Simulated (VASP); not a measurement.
# TaH5 (P4/mmm) in VASP: further runs

Runs on TaH5. Level: PBE. Tasks: single point, relaxation of cell and atoms.

Everything below comes from runs of VASP 6.6.1. Logs are shortened: lines on timing, memory, paths and dates and some standing lists are left out, and cuts for length are marked.

## 1. The cell of the first run

It takes space group P4/mmm (No. 123, tetragonal). The conventional cell has a = 3.170 Å, b = 3.170 Å, c = 3.046 Å, α = 90.00°, β = 90.00°, γ = 90.00°. Ta (site symmetry 4/mmm) has 36 H at 2.24 to 3.32 Å and 6 Ta at 3.05 to 3.17 Å within 3.4 Å. H (site symmetry m2m) has 3 H at 1.28 to 1.35 Å within 1.7 Å. Within 2.4 Å of H (site symmetry 4/mmm) lie 8 H at 1.77 Å and 4 Ta at 2.24 Å.

The cell was generated, and may not be a known phase.

## 2. Single point, PBE

INCAR

```
ALGO = Normal
EDIFF = 1E-7
ENCUT = 520
GGA = PE
ISIF = 2
ISMEAR = 0
LASPH = T
LCHARG = F
LREAL = F
LWAVE = F
NBANDS = 17
NELM = 80
PREC = Accurate
SIGMA = 0.1
```

KPOINTS

```
k-points
0
Gamma
  12 12 12
```

POSCAR

```
TaH5
1.0
    3.1698258545      0.0000000000      0.0000000000
    0.0000000000      3.1698258545      0.0000000000
    0.0000000000      0.0000000000      3.0464465614
Ta H
1 5
Direct
    0.0000000000      0.0000000000      0.0000000000
    0.7864817494      0.5000000000      0.5000000000
    0.2135182506      0.5000000000      0.5000000000
    0.5000000000      0.7864817494      0.5000000000
    0.5000000000      0.2135182506      0.5000000000
    0.5000000000      0.5000000000      0.0000000000
```

Potentials or basis: VASP PAW PBE potentials, release 64 (Ta_pv, H).

Run with:

```
> cat potpaw_PBE.64/Ta_pv/POTCAR potpaw_PBE.64/H/POTCAR > POTCAR
> mpirun -np 1 vasp_std > vasp.out
```

OUTCAR:

```text
EDIFF = 1E-7
   ENCUT = 520
   GGA = PE
   ISIF = 2
   ISMEAR = 0
   LASPH = T
   LREAL = F
   NELM = 80
   PREC = Accurate

 ion  position               nearest neighbor table
   1  0.000  0.000  0.000-   6 2.24   6 2.24   6 2.24   6 2.24
   2  0.786  0.500  0.500-
   3  0.214  0.500  0.500-
   4  0.500  0.786  0.500-
   5  0.500  0.214  0.500-
   6  0.500  0.500  0.000-   1 2.24   1 2.24   1 2.24   1 2.24

  LATTYP: Found a simple tetragonal cell.
 ALAT       =     3.1698258545
 C/A-ratio  =     0.9610769491

  Lattice vectors:

 A1 = (   3.1698258545,   0.0000000000,   0.0000000000)
 A2 = (   0.0000000000,   3.1698258545,   0.0000000000)
 A3 = (   0.0000000000,   0.0000000000,   3.0464465614)

Analysis of symmetry for initial positions (statically):
=====================================================================
 Subroutine PRICEL returns:
 Original cell was already a primitive cell.

 Routine SETGRP: Setting up the symmetry group for a
 simple tetragonal supercell.

 Subroutine GETGRP returns: Found 16 space group operations
 (whereof 16 operations were pure point group operations)
 out of a pool of 16 trial point group operations.

The static configuration has the point symmetry D_4h.

Analysis of symmetry for dynamics (positions and initial velocities):
=====================================================================
 Subroutine PRICEL returns:
 Original cell was already a primitive cell.

 Routine SETGRP: Setting up the symmetry group for a
 simple tetragonal supercell.

 Subroutine GETGRP returns: Found 16 space group operations
 (whereof 16 operations were pure point group operations)
 out of a pool of 16 trial point group operations.

The dynamic configuration has the point symmetry D_4h.

 Subroutine INISYM returns: Found 16 space group operations
 (whereof 16 operations are pure point group operations),
 and found     1 'primitive' translations

----------------------------------------------------------------------------------------

                                     Primitive cell

  volume of cell :      30.6101

  direct lattice vectors                    reciprocal lattice vectors
     3.169825854  0.000000000  0.000000000     0.315474744  0.000000000  0.000000000
     0.000000000  3.169825854  0.000000000     0.000000000  0.315474744  0.000000000
     0.000000000  0.000000000  3.046446561     0.000000000  0.000000000  0.328251286

  length of vectors
     3.169825854  3.169825854  3.046446561     0.315474744  0.315474744  0.328251286

  position of ions in fractional coordinates (direct lattice)
     0.000000000  0.000000000  0.000000000
     0.786481749  0.500000000  0.500000000
     0.213518251  0.500000000  0.500000000
     0.500000000  0.786481749  0.500000000
     0.500000000  0.213518251  0.500000000
     0.500000000  0.500000000  0.000000000

  ion indices of the primitive-cell ions
   primitive index   ion index
                 1           1
                 2           2
                 3           3
                 4           4
                 5           5
                 6           6

----------------------------------------------------------------------------------------

 KPOINTS: k-points

Automatic generation of k-mesh.
 Grid dimensions read from file:
 generate k-points for:   12   12   12

 Generating k-lattice:

  Cartesian coordinates                     Fractional coordinates (reciprocal lattice)
     0.026289562  0.000000000  0.000000000     0.083333333  0.000000000  0.000000000
     0.000000000  0.026289562  0.000000000     0.000000000  0.083333333  0.000000000
     0.000000000  0.000000000  0.027354274     0.000000000  0.000000000  0.083333333

  Length of vectors
     0.026289562  0.026289562  0.027354274

  Shift w.r.t. Gamma in fractional coordinates (k-lattice)
     0.000000000  0.000000000  0.000000000

 Subroutine IBZKPT returns following result:
 ===========================================

 Found    196 irreducible k-points:

 Following reciprocal coordinates:
            Coordinates               Weight
  0.000000  0.000000  0.000000      1.000000
  0.083333  0.000000  0.000000      4.000000
  0.166667  0.000000  0.000000      4.000000
  0.250000  0.000000  0.000000      4.000000
  0.333333  0.000000  0.000000      4.000000
  0.416667  0.000000  0.000000      4.000000
[... 16 lines left out ...]
  0.333333  0.333333  0.000000      4.000000
  0.416667  0.333333  0.000000      8.000000
 [... further k-points ...]
   k-points           NKPTS =    196   k-points in BZ     NKDIM =    196   number of bands    NBANDS=     17
   number of dos      NEDOS =    301   number of ions     NIONS =      6
   total plane-waves  NPLWV =  13824
   dimension x,y,z NGX =    24 NGY =   24 NGZ =   24
   dimension x,y,z NGXF=    48 NGYF=   48 NGZF=   48
   ions per type =               1   5
   NGX,Y,Z   is equivalent  to a cutoff of  12.59, 12.59, 13.10 a.u.
   NGXF,Y,Z  is equivalent  to a cutoff of  25.17, 25.17, 26.19 a.u.
 SYSTEM =  unknown system
   PREC   = accura    normal or accurate (medium, high low for compatibility)
   ISTART =      0    job   : 0-new  1-cont  2-samecut
   ICHARG =      2    charge: 1-file 2-atom 10-const
   ISPIN  =      1    spin polarized calculation?
   LNONCOLLINEAR =      F non collinear calculations
   LSORBIT =      F    spin-orbit coupling
   LASPH  =      T    aspherical Exc in radial PAW
   ENCUT  =  520.0 eV  38.22 Ry    6.18 a.u.   5.89  5.89  5.66*2*pi/ulx,y,z
   NELM   =     80;   NELMIN=  2; NELMDL= -5     # of ELM steps
   EDIFF  = 0.1E-06   stopping-criterion for ELM
   LREAL  =      F    real-space projection
   EDIFFG = 0.1E-05   stopping-criterion for IOM
   NSW    =      0    number of steps for IOM
   IBRION =     -1    ionic relax: 0-MD 1-quasi-New 2-CG
   NFREE  =      0    steps in history (QN), initial steepest desc. (CG)
   ISIF   =      2    stress and relaxation
   ISYM   =      2    0-nonsym 1-usesym 2-fastsym
   POTIM  = 0.5000    time-step for ionic-motion
   TEBEG  =    0.0;   TEEND  =   0.0 temperature during run
   PSTRESS=    0.0 pullay stress
   NELECT =      16.0000    total number of electrons
   NUPDOWN=      -1.0000    fix difference up-down
   EMIN   =  10.00;   EMAX   =-10.00  energy-range for DOS
   EFERMI =   0.00;   METHOD = LEGACY
   ISMEAR =     0;   SIGMA  =   0.10  broadening in eV -4-tet -1-fermi 0-gaus
   EFERMI_NEDOS =   21; number of points for ismear=-14 and -15
   IALGO  =     38    algorithm
   IMIX   =      4    mixing-type and parameters
     AMIX     =   0.40;   BMIX     =  1.00
     AMIX_MAG =   1.60;   BMIX_MAG =  1.00
  volume/ion in A,a.u.               =       5.10        34.43
  Fermi-wavevector in a.u.,A,eV,Ry     =   1.318743  2.492062 23.661648  1.739082
  Thomas-Fermi vector in A             =   2.448691
   LORBIT       =      0    0 simple, 1 ext, 2 COOP (PROOUT), +10 PAW based schemes
   GGA     = PE    functional components
   LHFCALC =     F    Hartree Fock is set to
   AEXX    =    0.0000 exact exchange contribution
   IVDW    =     0    specifies the selected vdW correction
   LEPSILON=     F    determine dielectric tensor
   LRPA    =     F    only Hartree local field effects (RPA)
 non-spin polarized calculation
 Gauss-broadening in eV      SIGMA  =   0.10
  energy-cutoff  :      520.00
  volume of cell :       30.61
 maximum number of plane-waves:       844
 NGX is ok and might be reduce to    24
   NGX = 11   NGY = 11   NGZ = 11

 number of electron      15.9999997 magnetization

 Free energy of the ion-electron system (eV)
  ---------------------------------------------------
  ext. energy  EPLUGINS =         0.00000000
  ---------------------------------------------------
  free energy    TOTEN  =       -24.51855673 eV

  energy without entropy =      -24.51119614  energy(sigma->0) =      -24.51487644

 E-fermi :   6.0239     XC(G=0): -12.2029

 val. band max:        6.0073050250   @ k =   0.2500   0.1667   0.1667
 cond. band min:       6.0244723465   @ k =   0.5000   0.2500   0.3333
 fundamental gap:      0.0171673215
 Fermi energy:         6.0239300105

 k-point     1 :       0.0000    0.0000    0.0000
  band No.  band energies     occupation
      1     -29.2699      2.00000
      2     -29.2699      2.00000
      3     -29.2294      2.00000
      4      -9.1185      2.00000
      5       0.8199      2.00000
      6       0.9845      2.00000
[... 9 lines left out ...]
     16      18.9209      0.00000
     17      21.8927      0.00000

 k-point     2 :       0.0833    0.0000    0.0000
  band No.  band energies     occupation
      1     -29.2935      2.00000
      2     -29.2678      2.00000
      3     -29.2276      2.00000
      4      -8.9994      2.00000
      5       0.6821      2.00000
      6       1.0569      2.00000
[... 9 lines left out ...]
     16      18.9208      0.00000
     17      21.6215      0.00000

 k-point     3 :       0.1667    0.0000    0.0000
  band No.  band energies     occupation
      1     -29.3575      2.00000
      2     -29.2622      2.00000
      3     -29.2225      2.00000
      4      -8.6499      2.00000
      5       0.1060      2.00000
      6       1.3136      2.00000
[... 9 lines left out ...]
     16      18.9198      0.00000
     17      20.4404      0.00000

 k-point     4 :       0.2500    0.0000    0.0000
  band No.  band energies     occupation
      1     -29.4437      2.00000
      2     -29.2546      2.00000
      3     -29.2155      2.00000
      4      -8.0915      2.00000
      5      -0.9354      2.00000
      6       1.7405      2.00000
[... 9 lines left out ...]
     16      18.8350      0.00000
     17      18.9196      0.00000

 k-point     5 :       0.3333    0.0000    0.0000
  band No.  band energies     occupation
      1     -29.5285      2.00000
      2     -29.2469      2.00000
      3     -29.2085      2.00000
      4      -7.3642      2.00000
      5      -2.1803      2.00000
      6       2.3075      2.00000
[... 9 lines left out ...]
     16      17.3856      0.00000
     17      18.9304      0.00000

 k-point     6 :       0.4167    0.0000    0.0000
  band No.  band energies     occupation
      1     -29.5898      2.00000
      2     -29.2413      2.00000
      3     -29.2034      2.00000
      4      -6.5640      2.00000
      5      -3.3442      2.00000
      6       2.9308      2.00000
[... 9 lines left out ...]
     16      16.6622      0.00000
     17      18.9240      0.00000

 k-point     7 :       0.5000    0.0000    0.0000
  band No.  band energies     occupation
      1     -29.6120      2.00000
      2     -29.2393      2.00000
      3     -29.2015      2.00000
      4      -6.0911      2.00000
      5      -3.9453      2.00000
      6       3.2837      2.00000
[... 9 lines left out ...]
     16      17.2433      0.00000
     17      18.9234      0.00000

 k-point     8 :       0.0833    0.0833    0.0000
  band No.  band energies     occupation
      1     -29.2930      2.00000
      2     -29.2896      2.00000
      3     -29.2257      2.00000
      4      -8.8821      2.00000
      5       0.6304      2.00000
      6       1.0589      2.00000
[... 9 lines left out ...]
     16      18.9202      0.00000
     17      20.4050      0.00000
[... 203 lines left out ...]
      1     -29.4293      2.00000
      2     -29.4161      2.00000
      3     -29.2019      2.00000
      4      -7.2163      2.00000
      5      -0.3038      2.00000
      6      -0.2405      2.00000
[... 9 lines left out ...]
     16      17.9347      0.00000
     17      18.9240      0.00000

 k-point    20 :       0.3333    0.2500    0.0000
  band No.  band energies     occupation
      1     -29.5052      2.00000
      2     -29.4119      2.00000
      3     -29.1951      2.00000
      4      -6.6235      2.00000
      5      -1.4371      2.00000
      6       0.1055      2.00000
[... 9 lines left out ...]
     16      18.8248      0.00000
     17      18.9319      0.00000

 k-point    21 :       0.4167    0.2500    0.0000
  band No.  band energies     occupation
      1     -29.5644      2.00000
      2     -29.4044      2.00000
      3     -29.1901      2.00000
      4      -6.0237      2.00000
      5      -2.4089      2.00000
      6       0.4360      2.00000
[... 9 lines left out ...]
     16      18.7835      0.00000
     17      18.9509      0.00000

 k-point    22 :       0.5000    0.2500    0.0000
  band No.  band energies     occupation
      1     -29.5859      2.00000
      2     -29.4017      2.00000
      3     -29.1882      2.00000
      4      -5.7224      2.00000
      5      -2.8368      2.00000
      6       0.5750      2.00000
[... 9 lines left out ...]
     16      18.9179      0.00000
     17      19.3289      0.00000

 k-point    23 :       0.3333    0.3333    0.0000
  band No.  band energies     occupation
      1     -29.4979      2.00000
      2     -29.4882      2.00000
      3     -29.1883      2.00000
      4      -6.1469      2.00000
      5      -1.1818      2.00000
      6      -0.7178      2.00000
[... 9 lines left out ...]
     16      18.4075      0.00000
     17      18.9225      0.00000

 k-point    24 :       0.4167    0.3333    0.0000
  band No.  band energies     occupation
      1     -29.5516      2.00000
      2     -29.4842      2.00000
      3     -29.1834      2.00000
      4      -5.6999      2.00000
      5      -1.8074      2.00000
      6      -0.4658      2.00000
[... 9 lines left out ...]
     16      17.6268      0.00000
     17      18.8618      0.00000

 [... further k-points ...]
[... 5 lines left out ...]
  --------------------------------------------------------------------------------------
  -------------------------------------------------------------------------------------
  Total       -0.0169357     -0.0169357     -0.0104453      0.0000000      0.0000000      0.0000000
  in kB       -0.8864399     -0.8864399     -0.5467251      0.0000000      0.0000000      0.0000000
  external PRESSURE =      -0.7732016 kB  Pullay stress =       0.0000000 kB

 VOLUME and BASIS-vectors are now :
 -----------------------------------------------------------------------------
  energy-cutoff  :      520.00
  volume of cell :       30.61
      direct lattice vectors                 reciprocal lattice vectors
     3.169825854  0.000000000  0.000000000     0.315474744  0.000000000  0.000000000
     0.000000000  3.169825854  0.000000000     0.000000000  0.315474744  0.000000000
     0.000000000  0.000000000  3.046446561     0.000000000  0.000000000  0.328251286

 POSITION                                       TOTAL-FORCE (eV/Angst)
 -----------------------------------------------------------------------------------
      0.00000      0.00000      0.00000        -0.000000      0.000000      0.000000
      2.49301      1.58491      1.52322         0.000627     -0.000000     -0.000000
      0.67682      1.58491      1.52322        -0.000627     -0.000000      0.000000
      1.58491      2.49301      1.52322         0.000000      0.000627     -0.000000
      1.58491      0.67682      1.52322        -0.000000     -0.000627     -0.000000
      1.58491      1.58491      0.00000        -0.000000      0.000000      0.000000
 -----------------------------------------------------------------------------------
    total drift:                                0.000000      0.000000     -0.000000

  FREE ENERGIE OF THE ION-ELECTRON SYSTEM (eV)
  ---------------------------------------------------
  free  energy   TOTEN  =       -24.5185567337 eV

  energy  without entropy=      -24.5111961411  energy(sigma->0) =      -24.51487644
```

It took 42 s on 1 thread of AMD EPYC 9R45 (Zen 5), shared host; peak memory 0.18 GiB.

What came out:

```yaml
Free_energy: -24.5186 eV
Pressure: -0.1 GPa
Band_gap_on_the_k_mesh: zero (bands 8 and 9 overlap by 3.95 eV)
```

Levels at points of the mesh, in eV from the Fermi level:
```tsv
k point	band 6	band 7	band 8	band 9	band 10	band 11
(0.00, 0.00, 0.00)	-5.04	0.12	0.12	2.00	2.34	2.34
(0.50, 0.00, 0.00)	-2.74	-2.40	-0.65	-0.37	2.63	3.49
(0.50, 0.50, 0.00)	-7.10	-3.95	0.16	0.38	0.38	3.79
(0.00, 0.00, 0.50)	-2.52	-2.52	-2.47	-0.60	2.46	4.62
(0.50, 0.00, 0.50)	-5.44	-3.42	-0.38	0.09	1.83	1.89
(0.50, 0.50, 0.50)	-7.84	-7.15	3.30	3.48	3.48	4.05
```

Caveat: spin-orbit coupling is left out, which moves the levels of the heavy elements.

(Continued in part 2 of 2.)
